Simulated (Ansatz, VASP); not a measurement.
# NaPtCl3: VASP beside Ansatz

INCAR

```
ALGO = Normal
EDIFF = 1E-6
ENCUT = 520
GGA = PE
ISIF = 2
ISMEAR = 0
LASPH = T
LCHARG = T
LELF = T
LREAL = F
LVHAR = T
LWAVE = F
NBANDS = 27
NELM = 60
PREC = Accurate
SIGMA = 0.1
```

Contents of KPOINTS:

```
k-points
0
Gamma
  8 8 8
```

The input POSCAR:

```
NaPtCl3
1.0
    5.0343148030      0.0000000000      0.0000000000
    0.0000000000      5.0343148030      0.0000000000
    0.0000000000      0.0000000000      5.0343148030
Na Pt Cl
1 1 3
Direct
    0.0000000000      0.0000000000      0.0000000000
    0.5000000000      0.5000000000      0.5000000000
    0.0000000000      0.5000000000      0.5000000000
    0.5000000000      0.5000000000      0.0000000000
    0.5000000000      0.0000000000      0.5000000000
```

Input for Ansatz:

```yaml
crystal:
  lattice:
    - [5.034314803, 0.0, 0.0]
    - [0.0, 5.034314803, 0.0]
    - [0.0, 0.0, 5.034314803]
  atoms:
    - { symbol: Na, position: [0.0, 0.0, 0.0] }
    - { symbol: Pt, position: [0.5, 0.5, 0.5] }
    - { symbol: Cl, position: [0.0, 0.5, 0.5] }
    - { symbol: Cl, position: [0.5, 0.5, 0.0] }
    - { symbol: Cl, position: [0.5, 0.0, 0.5] }
basis:
  ecutwfc: 420
kpoints:
  mp_grid: { grid: [8, 8, 8] }
hamiltonian:
  xc: pbe
scf:
  occupations: { method: gaussian, width: 0.1 }
output:
  forces: true
  stress: true
  eigenvalues: true
```

Alike in both runs: task single point; functional PBE; k mesh 8 × 8 × 8; occupations gaussian, width 0.1 eV; no spin polarisation.

|  | VASP | Ansatz |
| --- | --- | --- |
| version | VASP 6.6.1 | Ansatz 0.2.0 |
| potentials or method | VASP PAW PBE potentials, release 64 (Na_pv, Pt, Cl), cutoff 520 eV | scalar-relativistic, plane waves, PAW |
| valence electrons in the cell | 38 | 48 |

|  | VASP | Ansatz | Ansatz less VASP |
| --- | --- | --- | --- |
| gap on the k mesh at the Fermi level (eV) | none | none | - |
| pressure (GPa) | -2.6 | -2.5 | +0.09 |

A gap of «none» marks a metal or a gap that the smearing closes. The functional is the same, so the differences come from potentials, cutoffs and numerics. VASP's potentials hold 38 valence electrons a cell and Ansatz's 48, so a difference there can come from the potentials and not from the codes.

Spin-orbit coupling is off throughout.
